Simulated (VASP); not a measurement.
Input of a VASP 6.6.1 run:

The input INCAR:

```
SYSTEM = Sn7H8
  ALGO = Normal
  EDIFF = 1E-6
  ENCUT = 520
  GGA = PE
  ISIF = 2
  ISMEAR = 0
  LASPH = .TRUE.
  LCHARG = .TRUE.
  LELF = .TRUE.
  LREAL = Auto
  LVHAR = .TRUE.
  LWAVE = .FALSE.
  NBANDS = 66
  NELM = 100
  PREC = Accurate
  SIGMA = 0.05
```

Contents of KPOINTS:

```
k-points
0
G
  1 1 12
  0 0 0
```

File POSCAR:

```
Sn7H8
1.0
   16.5000000000      0.0000000000      0.0000000000
    0.0000000000     17.9000000000      0.0000000000
    0.0000000000      0.0000000000      4.7055477920
Sn H
7 8
Direct
    0.6425923573      0.5000000000      0.0000000000
    0.5000000000      0.6858840644      0.5000000000
    0.5000000000      0.3141159356      0.5000000000
    0.6425923573      0.4070579678      0.5000000000
    0.3574076427      0.4070579678      0.5000000000
    0.3574076427      0.5000000000      0.0000000000
    0.5000000000      0.5929420322      0.0000000000
    0.7277059403      0.5554772326      0.0000000000
    0.5851135830      0.7413612970      0.5000000000
    0.4148864170      0.7413612970      0.5000000000
    0.5000000000      0.2586387030      0.7984507184
    0.5000000000      0.2586387030      0.2015492816
    0.7277059403      0.3515807352      0.5000000000
    0.2722940597      0.3515807352      0.5000000000
    0.2722940597      0.5554772326      0.0000000000
```

Potentials or basis: VASP PAW PBE potentials, release 64 (Sn_d, H).

Launch:

```console
$ cat potpaw_PBE.64/Sn_d/POTCAR potpaw_PBE.64/H/POTCAR > POTCAR
$ mpirun -np 1 vasp_std > vasp.out
```

Q: What does it give for the band gap on the k mesh?

A: 1.39 eV.

Q: What does it give for the largest force?

A: 0.553 eV/Å.

Forces in eV/Å, atoms in the order of the input:
```
Sn  -0.405 -0.353  0.000
Sn   0.000 -0.553  0.000
Sn   0.000  0.518  0.000
Sn  -0.417  0.293  0.000
Sn   0.417  0.293  0.000
Sn   0.405 -0.353  0.000
Sn   0.000  0.094  0.000
H    0.166  0.137  0.000
H    0.076  0.133  0.000
H   -0.076  0.133  0.000
H    0.000 -0.098  0.034
H    0.000 -0.098 -0.034
H    0.188 -0.141  0.000
H   -0.188 -0.141  0.000
H   -0.166  0.137  0.000
```

Caveat: spin-orbit coupling is left out, which moves the levels of the heavy elements.
